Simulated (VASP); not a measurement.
# EuO (Fm-3m) in VASP: notebook, part 2 of 2

VASP 6.6.1. The steps go on from the part before.

### Step 4. Single point, PBE+U, collinear spin, zero start

The input, INCAR:

```
PREC     = Accurate       # precision mode
ENCUT    = 600            # plane-wave cutoff, eV
EDIFF    = 1E-6           # SCF threshold, eV
ISMEAR   = 0              # smearing method
SIGMA    = 0.05           # smearing width, eV
LREAL    = F              # projectors in reciprocal space
LASPH    = T              # aspherical terms in the spheres
NELM     = 200            # most SCF steps
ALGO     = Normal         # electronic algorithm
ISIF     = 2              # what is computed and relaxed
LWAVE    = F              # write WAVECAR
LCHARG   = T              # write CHGCAR
ISPIN    = 2              # spin polarisation
MAGMOM   = 0 0            # initial moments
LORBIT   = 11             # projections on sites
NUPDOWN  = 0.0            # fixed moment
LMAXMIX  = 6              # l up to which the mixer works
LDAU     = T              # DFT+U
LDAUTYPE = 2            
LDAUL    = 3 -1           # shell
LDAUU    = 7 0            # U, eV
LDAUJ    = 0 0          
LDAUPRINT= 1            
GGA      = PE             # functional
LELF     = T              # ELF
LVHAR    = T            
NBANDS   = 22             # bands
GGA_COMPAT= F
```

The input, KPOINTS:

```
regular mesh
0
Gamma
  6 6 6
```

The input, POSCAR:

```
EuO
1.0
    0.0000000000      2.5719519700      2.5719519700
    2.5719519700      0.0000000000      2.5719519700
    2.5719519700      2.5719519700      0.0000000000
Eu O
1 1
Direct
    0.5000000000      0.5000000000      0.5000000000
    0.0000000000      0.0000000000      0.0000000000
```

Potentials or basis: VASP PAW PBE potentials, release 64 (Eu, O).

Started as:

```bash
$ cat potpaw_PBE.64/Eu/POTCAR potpaw_PBE.64/O/POTCAR > POTCAR
$ mpirun -np 1 vasp_std > vasp.out
```

OUTCAR:

```text
PREC = Accurate
   ENCUT = 600
   EDIFF = 1E-6
   ISMEAR = 0
   LREAL = F
   LASPH = T
   NELM = 200
   ISIF = 2
   ISPIN = 2
   LORBIT = 11
   NUPDOWN = 0.0
   GGA = PE

 ion  position               nearest neighbor table
   1  0.500  0.500  0.500-   2 2.57   2 2.57   2 2.57   2 2.57   2 2.57   2 2.57
   2  0.000  0.000  0.000-   1 2.57   1 2.57   1 2.57   1 2.57   1 2.57   1 2.57

  LATTYP: Found a face centered cubic cell.
 ALAT       =     5.1439039400

  Lattice vectors:

 A1 = (   0.0000000000,   2.5719519700,   2.5719519700)
 A2 = (   2.5719519700,   0.0000000000,   2.5719519700)
 A3 = (   2.5719519700,   2.5719519700,   0.0000000000)

Analysis of symmetry for initial positions (statically):
=====================================================================
 Subroutine PRICEL returns:
 Original cell was already a primitive cell.

 Routine SETGRP: Setting up the symmetry group for a
 face centered cubic supercell.

 Subroutine GETGRP returns: Found 48 space group operations
 (whereof 48 operations were pure point group operations)
 out of a pool of 48 trial point group operations.

The static configuration has the point symmetry O_h .

Analysis of symmetry for dynamics (positions and initial velocities):
=====================================================================
 Subroutine PRICEL returns:
 Original cell was already a primitive cell.

 Routine SETGRP: Setting up the symmetry group for a
 face centered cubic supercell.

 Subroutine GETGRP returns: Found 48 space group operations
 (whereof 48 operations were pure point group operations)
 out of a pool of 48 trial point group operations.

The dynamic configuration has the point symmetry O_h .

Analysis of structural, dynamic, and magnetic symmetry:
=====================================================================
 Subroutine PRICEL returns:
 Original cell was already a primitive cell.

[... 170 lines left out ...]
  o =  0.0020  v =  0.0000  0.0000  0.0000 -0.0000 -0.7906  0.0000 -0.6124  0.0000  0.0000  0.0000  0.0000  0.0000  0.0000  0.0000      0.0000  0.0000  0.0000  0.0000  0.0000  0.0000  0.0000  0.0000  0.0000  0.0000  0.0000  0.0000  0.0000  0.0000
  o =  0.0020  v = -0.6124  0.0000  0.7906  0.0000  0.0000 -0.0000  0.0000  0.0000  0.0000  0.0000  0.0000  0.0000  0.0000  0.0000      0.0000  0.0000  0.0000  0.0000  0.0000  0.0000  0.0000  0.0000  0.0000  0.0000  0.0000  0.0000  0.0000  0.0000
  o =  0.0033  v =  0.0000  0.0000  0.0000  0.0000  0.0000  0.0000  0.0000  0.0000  0.0000 -0.0000  0.0000 -0.0000 -1.0000 -0.0000      0.0000  0.0000  0.0000  0.0000  0.0000  0.0000  0.0000  0.0000  0.0000  0.0000  0.0000  0.0000  0.0000  0.0000
  o =  0.0033  v =  0.0000  0.0000  0.0000  0.0000  0.0000  0.0000  0.0000  0.0000 -0.0000 -0.0000 -0.0000  0.7906 -0.0000  0.6124      0.0000  0.0000  0.0000  0.0000  0.0000  0.0000  0.0000  0.0000  0.0000  0.0000  0.0000  0.0000  0.0000  0.0000
  o =  0.0033  v =  0.0000  0.0000  0.0000  0.0000  0.0000  0.0000  0.0000  0.6124  0.0000 -0.7906  0.0000 -0.0000  0.0000  0.0000      0.0000  0.0000  0.0000  0.0000  0.0000  0.0000  0.0000  0.0000  0.0000  0.0000  0.0000  0.0000  0.0000  0.0000
  o =  0.0092  v =  0.0000  0.0000  0.0000  0.0000  0.0000  0.0000  0.0000  0.0000  1.0000  0.0000 -0.0000  0.0000  0.0000  0.0000      0.0000  0.0000  0.0000  0.0000  0.0000  0.0000  0.0000  0.0000  0.0000  0.0000  0.0000  0.0000  0.0000  0.0000
  o =  0.4758  v =  0.0000  1.0000  0.0000  0.0000  0.0000  0.0000  0.0000  0.0000  0.0000  0.0000  0.0000  0.0000  0.0000  0.0000      0.0000  0.0000  0.0000  0.0000  0.0000  0.0000  0.0000  0.0000  0.0000  0.0000  0.0000  0.0000  0.0000  0.0000
  o =  0.9851  v =  0.0000  0.0000  0.0000  0.0000  0.0000  0.0000  0.0000  0.0000 -0.0000  0.0000 -0.0204 -0.6122 -0.0000  0.7904      0.0000  0.0000  0.0000  0.0000  0.0000  0.0000  0.0000  0.0000  0.0000  0.0000  0.0000  0.0000  0.0000  0.0000
  o =  0.9851  v =  0.0000  0.0000  0.0000  0.0000  0.0000  0.0000  0.0000 -0.7906  0.0000 -0.6124  0.0000 -0.0000  0.0000  0.0000      0.0000  0.0000  0.0000  0.0000  0.0000  0.0000  0.0000  0.0000  0.0000  0.0000  0.0000  0.0000  0.0000  0.0000
  o =  0.9851  v =  0.0000  0.0000  0.0000  0.0000  0.0000  0.0000  0.0000  0.0000  0.0000 -0.0000  0.9998 -0.0125  0.0000  0.0161      0.0000  0.0000  0.0000  0.0000  0.0000  0.0000  0.0000  0.0000  0.0000  0.0000  0.0000  0.0000  0.0000  0.0000
  o =  0.9862  v =  0.0000  0.0000  0.0000 -1.0000 -0.0000 -0.0000  0.0000  0.0000  0.0000  0.0000  0.0000  0.0000  0.0000  0.0000      0.0000  0.0000  0.0000  0.0000  0.0000  0.0000  0.0000  0.0000  0.0000  0.0000  0.0000  0.0000  0.0000  0.0000
  o =  0.9862  v = -0.7906  0.0000 -0.6124 -0.0000 -0.0000  0.0000 -0.0000  0.0000  0.0000  0.0000  0.0000  0.0000  0.0000  0.0000      0.0000  0.0000  0.0000  0.0000  0.0000  0.0000  0.0000  0.0000  0.0000  0.0000  0.0000  0.0000  0.0000  0.0000
  o =  0.9862  v =  0.0000  0.0000 -0.0000 -0.0000  0.6124 -0.0000 -0.7906  0.0000  0.0000  0.0000  0.0000  0.0000  0.0000  0.0000      0.0000  0.0000  0.0000  0.0000  0.0000  0.0000  0.0000  0.0000  0.0000  0.0000  0.0000  0.0000  0.0000  0.0000

 number of electron      23.0000002 magnetization       0.0000000

 Free energy of the ion-electron system (eV)
  ---------------------------------------------------
  ext. energy  EPLUGINS =         0.00000000
  ---------------------------------------------------
  free energy    TOTEN  =       -11.77817401 eV

  energy without entropy =      -11.77048534  energy(sigma->0) =      -11.77432967

 E-fermi :   5.6301     XC(G=0): -10.9911

 val. band max:        5.5975274122   @ k =   0.1667   0.1667   0.0000
 cond. band min:       3.6836963404   @ k =   0.5000   0.3333   0.1667
 fundamental gap:     -1.9138310718
 Fermi energy:         3.6835429628

 spin component 1

 k-point     1 :       0.0000    0.0000    0.0000
  band No.  band energies     occupation
      1     -36.3001      1.00000
      2     -14.8042      1.00000
      3     -14.8042      1.00000
      4     -14.8042      1.00000
      5     -13.9813      1.00000
      6       0.3406      1.00000
[... 389 lines left out ...]
     21      14.0833      0.00000
     22      14.7615      0.00000
 Fermi energy:         5.6301001605

 spin component 2

 k-point     1 :       0.0000    0.0000    0.0000
  band No.  band energies     occupation
      1     -36.1983      1.00000
      2     -14.7965      1.00000
      3     -14.7965      1.00000
      4     -14.7965      1.00000
      5     -13.9977      1.00000
      6       0.4158      1.00000
[... 389 lines left out ...]
     21      13.7770      0.00000
     22      14.2740      0.00000

------------------------ aborting loop because EDIFF is reached ----------------------------------------

  FORCE on cell =-STRESS in cart. coord.  units (eV):
  Direction    XX          YY          ZZ          XY          YZ          ZX
  --------------------------------------------------------------------------------------
  -------------------------------------------------------------------------------------
  Total       -0.9741215     -0.9741215     -0.9741215     -0.0000000     -0.0000000      0.0000000
  in kB      -45.8675071    -45.8675071    -45.8675071     -0.0000000     -0.0000000      0.0000000
  external PRESSURE =     -45.8675071 kB  Pullay stress =       0.0000000 kB

 VOLUME and BASIS-vectors are now :
 -----------------------------------------------------------------------------
  energy-cutoff  :      600.00
  volume of cell :       34.03
      direct lattice vectors                 reciprocal lattice vectors
     0.000000000  2.571951970  2.571951970    -0.194404875  0.194404875  0.194404875
     2.571951970  0.000000000  2.571951970     0.194404875 -0.194404875  0.194404875
     2.571951970  2.571951970  0.000000000     0.194404875  0.194404875 -0.194404875

 POSITION                                       TOTAL-FORCE (eV/Angst)
 -----------------------------------------------------------------------------------
      2.57195      2.57195      2.57195         0.000000      0.000000      0.000000
      0.00000      0.00000      0.00000        -0.000000     -0.000000     -0.000000
 -----------------------------------------------------------------------------------
    total drift:                                0.000000      0.000000      0.000000

  FREE ENERGIE OF THE ION-ELECTRON SYSTEM (eV)
  ---------------------------------------------------
  free  energy   TOTEN  =       -11.7781740115 eV

  energy  without entropy=      -11.7704853359  energy(sigma->0) =      -11.77432967

 total charge

# of ion       s       p       d       f       tot
--------------------------------------------------
    1        2.024   5.681   0.488   6.406  14.599
    2        1.554   3.383   0.000   0.000   4.937
--------------------------------------------------
tot          3.578   9.063   0.488   6.406  19.536

 magnetization (x)

# of ion       s       p       d       f       tot
--------------------------------------------------
    1       -0.008  -0.010  -0.172   0.466   0.275
    2       -0.003   0.009   0.000   0.000   0.006
--------------------------------------------------
tot         -0.012  -0.001  -0.172   0.466   0.281
```

Wall time 13 min (1 thread of Intel Xeon 8259CL, shared host); peak memory 0.22 GiB.

Results:

* Free energy: -11.7782 eV
* Pressure: -4.6 GPa
* Net moment: 0.00 μB per cell
* Site moments: Eu +0.28; O +0.01 μB
* Valence electrons inside the program's atomic spheres: Eu 14.60; O 4.94

Eigenvalues of the final occupation matrices:
```csv
site,spin,trace,eigenvalues
site 1 f,1,3.44,0.00 0.00 0.00 0.48 0.99 0.99 0.99
site 1 f,2,2.97,0.00 0.00 0.00 0.01 0.99 0.99 0.99
```

Caveat: the cell stands under tension; spin-orbit coupling is left out, which moves the levels of the heavy elements; the total moment is fixed, so each spin has its own Fermi level.

### Step 5. Single point, PBE+U, collinear spin, ferromagnetic start

The input, INCAR:

```
SYSTEM = EuO
PREC = Accurate
ENCUT = 600
EDIFF = 1E-6
ISMEAR = 0
SIGMA = 0.05
LREAL = .FALSE.
LASPH = .TRUE.
NELM = 200
ALGO = Normal
ISIF = 2
LWAVE = .FALSE.
LCHARG = .FALSE.
ISPIN = 2
MAGMOM = 1.75 0
LORBIT = 11
NUPDOWN = 1.75
LMAXMIX = 6
LDAU = .TRUE.
LDAUTYPE = 2
LDAUL = 3 -1
LDAUU = 7 0
LDAUJ = 0 0
LDAUPRINT = 1
GGA = PE
NBANDS = 22
GGA_COMPAT = .FALSE.
```

The input, KPOINTS:

```
regular mesh
0
G
  6 6 6
  0 0 0
```

POSCAR is that of step 4.

Started as:

```bash
$ cat potpaw_PBE.64/Eu/POTCAR potpaw_PBE.64/O/POTCAR > POTCAR
$ mpirun -np 1 vasp_std > vasp.out
```

It took 3.1 min on 1 thread of Intel Xeon 8259CL, shared host; peak memory 0.22 GiB.

The run converged. Its results:

| Quantity | Value |
| --- | --- |
| Free energy | -14.8467 eV |
| Pressure | -4.8 GPa |
| Net moment | 1.75 μB per cell |
| Site moments | Eu +1.48; O +0.01 μB |
| Valence electrons inside the program's atomic spheres | Eu 14.71; O 4.94 |

Eigenvalues of the final occupation matrices:
| site | spin | trace | eigenvalues |
| --- | --- | --- | --- |
| site 1 f | 1 | 3.95 | 0.01 0.01 0.01 0.98 0.98 0.98 0.98 |
| site 1 f | 2 | 2.60 | 0.00 0.00 0.00 0.00 0.86 0.86 0.86 |

Caveat: the cell stands under tension; spin-orbit coupling is left out, which moves the levels of the heavy elements; the total moment is fixed, so each spin has its own Fermi level; a cell with one magnetic atom can't hold antiferromagnetic order, which such compounds often take.

### Step 6. Single point, PBE+U, collinear spin, ferromagnetic start

The input, INCAR:

```
SYSTEM = EuO
PREC = Accurate
ENCUT = 600
EDIFF = 1E-6
ISMEAR = 0
SIGMA = 0.05
LREAL = .False.
LASPH = .True.
NELM = 200
ALGO = Normal
ISIF = 2
LWAVE = .False.
LCHARG = .False.
ISPIN = 2
MAGMOM = 6.76 -0.08
LORBIT = 11
LMAXMIX = 6
LDAU = .True.
LDAUTYPE = 2
LDAUL = 3 -1
LDAUU = 7 0
LDAUJ = 0 0
LDAUPRINT = 1
GGA = PE
NBANDS = 22
GGA_COMPAT = .False.
```

The input, KPOINTS:

```
Automatic mesh
0
Gamma
  6 6 6
  0 0 0
```

POSCAR is that of step 5.

Potentials or basis: VASP PAW PBE potentials, release 64 (Eu, O).

Started as:

```bash
$ cat potpaw_PBE.64/Eu/POTCAR potpaw_PBE.64/O/POTCAR > POTCAR
$ mpirun -np 1 vasp_std > vasp.out
```

It took 90 s on 1 thread of Intel Xeon 8259CL, shared host; peak memory 0.21 GiB.

It converged, with:

| Item | Value |
| --- | --- |
| Free energy | -21.0350 eV |
| Pressure | 1.9 GPa |
| Band gap on the k mesh | 0.27 eV (least direct gap 0.45 eV) |
| Net moment | 7.00 μB per cell |
| Site moments | Eu +6.74; O -0.09 μB |
| Valence electrons inside the program's atomic spheres | Eu 14.97; O 4.96 |

Levels at points of the mesh, in eV from the valence-band top:
Spin up:
```csv
k point,band 13,band 14,band 15,band 16,band 17,band 18
"(0.00, 0.00, 0.00)",0.00,0.00,0.00,1.19,3.22,3.22
"(0.50, 0.00, 0.00)",-0.60,-0.56,-0.54,3.80,5.97,5.97
"(0.50, 0.50, 0.00)",-0.56,-0.18,-0.18,0.27,4.97,7.36
```
Spin down:
| k point | band 5 | band 6 | band 7 | band 8 | band 9 | band 10 | band 11 | band 12 |
| --- | --- | --- | --- | --- | --- | --- | --- | --- |
| (0.00, 0.00, 0.00) | -15.60 | -2.33 | -2.33 | -2.33 | 1.95 | 4.17 | 4.17 | 4.17 |
| (0.50, 0.00, 0.00) | -14.65 | -4.44 | -3.50 | -3.50 | 4.41 | 6.72 | 6.99 | 6.99 |
| (0.50, 0.50, 0.00) | -16.06 | -2.41 | -2.30 | -2.30 | 1.09 | 5.84 | 8.24 | 8.60 |

Eigenvalues of the final occupation matrices:
```tsv
site	spin	trace	eigenvalues
site 1 f	1	6.83	0.97 0.98 0.98 0.98 0.98 0.98 0.98
site 1 f	2	0.02	0.00 0.00 0.00 0.00 0.00 0.00 0.00
```

Caveat: spin-orbit coupling is left out, which moves the levels of the heavy elements; a cell with one magnetic atom can't hold antiferromagnetic order, which such compounds often take. A k mesh can miss the band edges.

### Step 7. Summary

| spin | fixed moment (μB) | pressure (GPa) | moment (μB) |
| --- | --- | --- | --- |
| collinear, ferromagnetic start | - | 1.9 | 7.00 |
| collinear, ferromagnetic start | 7.7 | 3.8 | 7.70 |
| collinear, zero start | 0.0 | -4.6 | 0.00 |
| collinear, ferromagnetic start | 1.75 | -4.8 | 1.75 |

Alike in all rows: task single point; level PBE+U; potentials or basis VASP PAW PBE potentials, release 64 (Eu, O); Eu f U = 7.0 eV; cell as given; k mesh 6 × 6 × 6; cutoff (eV) 600; smearing gaussian 0.05 eV.

Caveats: spin-orbit coupling is left out, which moves the levels of the heavy elements; a cell with one magnetic atom can't hold antiferromagnetic order, which such compounds often take (at least some runs); the total moment is fixed, so each spin has its own Fermi level (at least some runs); the cell stands under tension (at least some runs); the cell stands under pressure (at least some runs).

Total energies depend on the potentials used, so only differences within one code and one set of settings carry meaning.
